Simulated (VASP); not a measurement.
# Si8C7 (a cell with a defect) in VASP: further runs

Si8C7 (a cell with a defect) is run at these levels: PBEsol; tasks: single point.

Program: VASP 6.6.1. These are calculated values, not measurements. Logs are shortened: lines on timing, memory, paths and dates and some standing lists are left out, and cuts for length are marked.

## 1. The cell of the first run

The cell holds a defect, 15 atoms: a = 6.162 Å, b = 6.162 Å, c = 6.162 Å, α = 60.00°, β = 60.00°, γ = 60.00°.

## 2. Single point, PBEsol

INCAR

```
SYSTEM = Si8C7
PREC = Accurate ; ENCUT = 520
EDIFF = 1E-6 ; ISMEAR = -1
SIGMA = 0.05 ; LREAL = .False.
LASPH = .True. ; NELM = 120
ALGO = Normal ; ISIF = 2
LWAVE = .False. ; LCHARG = .False.
GGA = PS ; NBANDS = 43
NELECT = 62.0 ; GGA_COMPAT = .False.
```

KPOINTS

```
Automatic mesh
0
Gamma
  2 2 2
  0.5 0.5 0.5
```

POSCAR

```
Si8C7
1.0
    0.0000000000      4.3568530000      4.3568530000
    4.3568530000      0.0000000000      4.3568530000
    4.3568530000      4.3568530000      0.0000000000
Si C
8 7
Direct
    0.9994730000      0.9968300000      0.9994650000
    0.5043640000      0.4968200000      0.4978300000
    0.0037050000      0.9933790000      0.5032500000
    0.5034770000      0.5010180000      0.0004650000
    0.9982560000      0.5007720000      0.0021070000
    0.5017620000      0.0039340000      0.4951860000
    0.5012030000      0.0030040000      0.9999000000
    0.9960850000      0.5002020000      0.5064180000
    0.1242960000      0.1287310000      0.1269070000
    0.1236930000      0.1181860000      0.6324500000
    0.6266390000      0.6202140000      0.1272630000
    0.1283330000      0.6286700000      0.1235720000
    0.6232040000      0.1276850000      0.6218210000
    0.6264370000      0.1214860000      0.1217450000
    0.1270670000      0.6307560000      0.6179440000
```

Potentials or basis: VASP PAW PBE potentials, release 64 (Si, C).

On the command line:

```bash
$ cat potpaw_PBE.64/Si/POTCAR potpaw_PBE.64/C/POTCAR > POTCAR
$ mpirun -np 1 vasp_std > vasp.out
```

OUTCAR:

```text
SYSTEM = Si8C7
   PREC = Accurate
   ENCUT = 520
   EDIFF = 1E-6
   ISMEAR = -1
   LREAL = .False.
   LASPH = .True.
   NELM = 120
   ISIF = 2
   GGA = PS
   NELECT = 62.0

 ion  position               nearest neighbor table
   1  0.999  0.997  0.999-  10 1.85  12 1.85  14 1.88   9 1.93   7 3.05   5 3.05   3 3.06   6 3.06
                             8 3.07   4 3.08   4 3.08   8 3.09   6 3.10   3 3.11   5 3.11   7 3.11
   2  0.504  0.497  0.498-  13 1.86  11 1.86  15 1.90   5 3.05   6 3.05   4 3.05   8 3.07   7 3.07
                             3 3.07   3 3.09   7 3.09   8 3.10   4 3.11   6 3.11   5 3.11
   3  0.004  0.993  0.503-  15 1.82  10 1.88   9 1.89  13 1.91   8 3.05   5 3.05   1 3.06   2 3.07
                             6 3.08   7 3.08   7 3.08   6 3.09   2 3.09   1 3.11   5 3.11   8 3.11
   4  0.503  0.501  0.000-  11 1.86  12 1.89  14 1.91   8 3.04   5 3.05   2 3.05   6 3.06   7 3.08
                             1 3.08   1 3.08   7 3.08   6 3.11   2 3.11   5 3.11   8 3.12
   5  0.998  0.501  0.002-  11 1.87   9 1.87  12 1.91  15 1.93   2 3.05   1 3.05   4 3.05   3 3.05
                             8 3.06   7 3.08   7 3.08   8 3.10   3 3.11   4 3.11   1 3.11   2 3.11
   6  0.502  0.004  0.495-  13 1.87  14 1.88  10 1.90   2 3.05   4 3.06   7 3.06   1 3.06   8 3.08
                             3 3.08   3 3.09   8 3.09   1 3.10   7 3.11   4 3.11   2 3.11
   7  0.501  0.003  1.000-  14 1.84   9 1.90  13 1.90  11 1.93   1 3.05   6 3.06   2 3.07   4 3.08
                             3 3.08   5 3.08   5 3.08   3 3.08   4 3.08   2 3.09   6 3.11   1 3.11
   8  0.996  0.500  0.506-  15 1.88  10 1.92  12 1.93   4 3.04   3 3.05   5 3.06   2 3.07   1 3.07
                             6 3.08   6 3.09   1 3.09   2 3.10   5 3.10   3 3.11   4 3.12
   9  0.124  0.129  0.127-   5 1.87   3 1.89   7 1.90   1 1.93
  10  0.124  0.118  0.632-   1 1.85   3 1.88   6 1.90   8 1.92
  11  0.627  0.620  0.127-   4 1.86   2 1.86   5 1.87   7 1.93
  12  0.128  0.629  0.124-   1 1.85   4 1.89   5 1.91   8 1.93
  13  0.623  0.128  0.622-   2 1.86   6 1.87   7 1.90   3 1.91
  14  0.626  0.121  0.122-   7 1.84   1 1.88   6 1.88   4 1.91
  15  0.127  0.631  0.618-   3 1.82   8 1.88   2 1.90   5 1.93

  LATTYP: Found a face centered cubic cell.
 ALAT       =     8.7137060000

  Lattice vectors:

 A1 = (   0.0000000000,   4.3568530000,   4.3568530000)
 A2 = (   4.3568530000,   0.0000000000,   4.3568530000)
 A3 = (   4.3568530000,   4.3568530000,   0.0000000000)

Analysis of symmetry for initial positions (statically):
=====================================================================
 Subroutine PRICEL returns:
 Original cell was already a primitive cell.

 Routine SETGRP: Setting up the symmetry group for a
 face centered cubic supercell.

 Subroutine GETGRP returns: Found  1 space group operations
[... 155 lines left out ...]
  volume/ion in A,a.u.               =      11.03        74.41
  Fermi-wavevector in a.u.,A,eV,Ry     =   1.180382  2.230598 18.957012  1.393301
  Thomas-Fermi vector in A             =   2.316675
   LORBIT       =      0    0 simple, 1 ext, 2 COOP (PROOUT), +10 PAW based schemes
   GGA     = PS    functional components
   LHFCALC =     F    Hartree Fock is set to
   AEXX    =    0.0000 exact exchange contribution
   IVDW    =     0    specifies the selected vdW correction
   LEPSILON=     F    determine dielectric tensor
   LRPA    =     F    only Hartree local field effects (RPA)
 non-spin polarized calculation
  energy-cutoff  :      520.00
  volume of cell :      165.41
 maximum number of plane-waves:      4462
 NGX is ok and might be reduce to    48
   NGX = 23   NGY = 23   NGZ = 23

 number of electron      62.0000000 magnetization

 Free energy of the ion-electron system (eV)
  ---------------------------------------------------
  ext. energy  EPLUGINS =         0.00000000
  ---------------------------------------------------
  free energy    TOTEN  =       -94.37726856 eV

  energy without entropy =      -94.31587955  energy(sigma->0) =      -94.34657405

 E-fermi :   9.8912     XC(G=0): -11.4796

 val. band max:        9.8811621007   @ k =   0.0000   0.2500   0.0000
 cond. band min:       9.8934052247   @ k =   0.2500   0.0000   0.0000
 fundamental gap:      0.0122431240
 Fermi energy:         9.8912269579

 k-point     1 :       0.2500    0.2500    0.2500
  band No.  band energies     occupation
      1      -7.4510      2.00000
      2      -5.2663      2.00000
      3      -4.3509      2.00000
      4      -4.2648      2.00000
      5      -3.8848      2.00000
      6      -3.4191      2.00000
[... 725 lines left out ...]
     42      15.0585      0.00000
     43      15.0886      0.00000

------------------------ aborting loop because EDIFF is reached ----------------------------------------

  FORCE on cell =-STRESS in cart. coord.  units (eV):
  Direction    XX          YY          ZZ          XY          YZ          ZX
  --------------------------------------------------------------------------------------
  -------------------------------------------------------------------------------------
  Total       22.9541135     22.8514864     22.8315317      0.3957239     -0.4209453      1.4865379
  in kB      222.3424520    221.3483654    221.1550765      3.8331357     -4.0774397     14.3991832
  external PRESSURE =     221.6152979 kB  Pullay stress =       0.0000000 kB

 VOLUME and BASIS-vectors are now :
 -----------------------------------------------------------------------------
  energy-cutoff  :      520.00
  volume of cell :      165.41
      direct lattice vectors                 reciprocal lattice vectors
     0.000000000  4.356853000  4.356853000    -0.114761733  0.114761733  0.114761733
     4.356853000  0.000000000  4.356853000     0.114761733 -0.114761733  0.114761733
     4.356853000  4.356853000  0.000000000     0.114761733  0.114761733 -0.114761733

 POSITION                                       TOTAL-FORCE (eV/Angst)
 -----------------------------------------------------------------------------------
      8.69756      8.70908      8.69760         0.825176      0.575910      0.519577
      4.33354      4.36641      4.36201         1.394610      0.728324      0.922092
      6.52059      2.20873      4.34415         0.409526     -0.938899      0.564675
      2.18489      2.19560      4.37644        -1.306690     -1.021274      0.571011
      2.19097      4.35843      6.53104        -0.314567      0.110494      0.452158
      2.17459      4.34356      2.20324        -0.807908      0.803222     -1.258687
      4.36951      6.54009      2.19676        -0.433672     -0.489559     -0.715987
      4.38570      6.54618      6.51910         0.465386     -1.073779     -0.954534
      1.11378      1.09445      1.10240        -0.498128     -0.045396     -0.290162
      3.27041      3.29440      1.05383        -0.242371     -0.404346      0.743833
      3.25665      3.28464      5.43236         0.417868     -0.363386      0.772059
      3.27741      1.09751      3.29815        -0.204515      0.135374     -0.756733
      3.26549      5.42439      3.27151        -0.182150      0.877075     -0.154982
      1.05972      3.25972      3.25859         0.530212      0.149496      0.451187
      5.44040      3.24590      3.30172        -0.052778      0.956742     -0.865508
 -----------------------------------------------------------------------------------
    total drift:                               -0.000000      0.000100     -0.000091

  FREE ENERGIE OF THE ION-ELECTRON SYSTEM (eV)
  ---------------------------------------------------
  free  energy   TOTEN  =       -94.3772685580 eV

  energy  without entropy=      -94.3158795492  energy(sigma->0) =      -94.34657405
```

Run time: 3.5 min. Hardware: 1 thread of Intel Xeon Platinum 8259CL at 2.50GHz (Skylake/Cascade Lake), shared host; peak memory 0.34 GiB.

Results:

```yaml
Free_energy: -94.3773 eV
Largest_force: 1.824 eV/Å
```

Forces on the atoms (eV/Å):
```
Si   0.825  0.576  0.520
Si   1.395  0.728  0.922
Si   0.410 -0.939  0.565
Si  -1.307 -1.021  0.571
Si  -0.315  0.110  0.452
Si  -0.808  0.803 -1.259
Si  -0.434 -0.490 -0.716
Si   0.465 -1.074 -0.955
C   -0.498 -0.045 -0.290
C   -0.242 -0.404  0.744
C    0.418 -0.363  0.772
C   -0.205  0.135 -0.757
C   -0.182  0.877 -0.155
C    0.530  0.149  0.451
C   -0.053  0.957 -0.866
```

Caveat: the k points lie up to 0.62 Å⁻¹ apart; the cell carries a net charge on a neutralising background, which shifts energy and pressure; the cell is charged against a uniform background, so pressure and absolute levels hang on convention; the PAW data sets were made with another functional, which shifts forces and pressure a little.

## 3. Single point, PBEsol

INCAR

```
SYSTEM = Si8C7
  ALGO = Normal
  EDIFF = 1E-6
  ENCUT = 520
  GGA = PS
  GGA_COMPAT = .False.
  ISIF = 2
  ISMEAR = 0
  LASPH = .True.
  LCHARG = .True.
  LELF = .True.
  LREAL = .False.
  LVHAR = .True.
  LWAVE = .False.
  NBANDS = 43
  NELECT = 62.0
  NELM = 120
  PREC = Accurate
  SIGMA = 0.05
```

KPOINTS is that of step 2.

POSCAR is that of step 2.

Potentials or basis: VASP PAW PBE potentials, release 64 (Si, C).

On the command line:

```bash
$ cat potpaw_PBE.64/Si/POTCAR potpaw_PBE.64/C/POTCAR > POTCAR
$ mpirun -np 1 vasp_std > vasp.out
```

OUTCAR:

```text
SYSTEM = Si8C7
   EDIFF = 1E-6
   ENCUT = 520
   GGA = PS
   ISIF = 2
   ISMEAR = 0
   LASPH = .True.
   LREAL = .False.
   NELECT = 62.0
   NELM = 120
   PREC = Accurate

 ion  position               nearest neighbor table
   1  0.999  0.997  0.999-  10 1.85  12 1.85  14 1.88   9 1.93   7 3.05   5 3.05   3 3.06   6 3.06
                             8 3.07   4 3.08   4 3.08   8 3.09   6 3.10   3 3.11   5 3.11   7 3.11
   2  0.504  0.497  0.498-  13 1.86  11 1.86  15 1.90   5 3.05   6 3.05   4 3.05   8 3.07   7 3.07
[... 977 lines left out ...]
  energy-cutoff  :      520.00
  volume of cell :      165.41
      direct lattice vectors                 reciprocal lattice vectors
     0.000000000  4.356853000  4.356853000    -0.114761733  0.114761733  0.114761733
     4.356853000  0.000000000  4.356853000     0.114761733 -0.114761733  0.114761733
     4.356853000  4.356853000  0.000000000     0.114761733  0.114761733 -0.114761733

 POSITION                                       TOTAL-FORCE (eV/Angst)
 -----------------------------------------------------------------------------------
      8.69756      8.70908      8.69760         0.854089      0.559278      0.529162
      4.33354      4.36641      4.36201         1.414969      0.747858      0.976851
      6.52059      2.20873      4.34415         0.367849     -0.934832      0.580177
      2.18489      2.19560      4.37644        -1.351923     -0.999009      0.602105
      2.19097      4.35843      6.53104        -0.338709      0.096605      0.403064
      2.17459      4.34356      2.20324        -0.857385      0.796013     -1.255528
      4.36951      6.54009      2.19676        -0.389828     -0.467893     -0.714701
      4.38570      6.54618      6.51910         0.506428     -1.079920     -0.992529
      1.11378      1.09445      1.10240        -0.481721     -0.045367     -0.283962
      3.27041      3.29440      1.05383        -0.234805     -0.364505      0.735221
      3.25665      3.28464      5.43236         0.418163     -0.367000      0.744525
      3.27741      1.09751      3.29815        -0.169484      0.140415     -0.724377
      3.26549      5.42439      3.27151        -0.177727      0.859175     -0.176298
      1.05972      3.25972      3.25859         0.515492      0.136939      0.438421
      5.44040      3.24590      3.30172        -0.075411      0.922243     -0.862131
 -----------------------------------------------------------------------------------
    total drift:                                0.000019     -0.000044     -0.000090

  FREE ENERGIE OF THE ION-ELECTRON SYSTEM (eV)
  ---------------------------------------------------
  free  energy   TOTEN  =       -94.3434861164 eV

  energy  without entropy=      -94.3258755692  energy(sigma->0) =      -94.33468084
```

It took 3.2 min on 1 thread of Intel Xeon Platinum 8259CL at 2.50GHz (Skylake/Cascade Lake), shared host; peak memory 0.34 GiB.

What came out:

* Free energy: -94.3435 eV
* Largest force: 1.875 eV/Å

Forces in eV/Å, atoms in the order of the input:
```
Si   0.854  0.559  0.529
Si   1.415  0.748  0.977
Si   0.368 -0.935  0.580
Si  -1.352 -0.999  0.602
Si  -0.339  0.097  0.403
Si  -0.857  0.796 -1.256
Si  -0.390 -0.468 -0.715
Si   0.506 -1.080 -0.993
C   -0.482 -0.045 -0.284
C   -0.235 -0.365  0.735
C    0.418 -0.367  0.745
C   -0.169  0.140 -0.724
C   -0.178  0.859 -0.176
C    0.515  0.137  0.438
C   -0.075  0.922 -0.862
```

Caveat: the k points lie up to 0.62 Å⁻¹ apart; the cell carries a net charge on a neutralising background, which shifts energy and pressure; the cell is charged against a uniform background, so pressure and absolute levels hang on convention; the PAW data sets were made with another functional, which shifts forces and pressure a little.
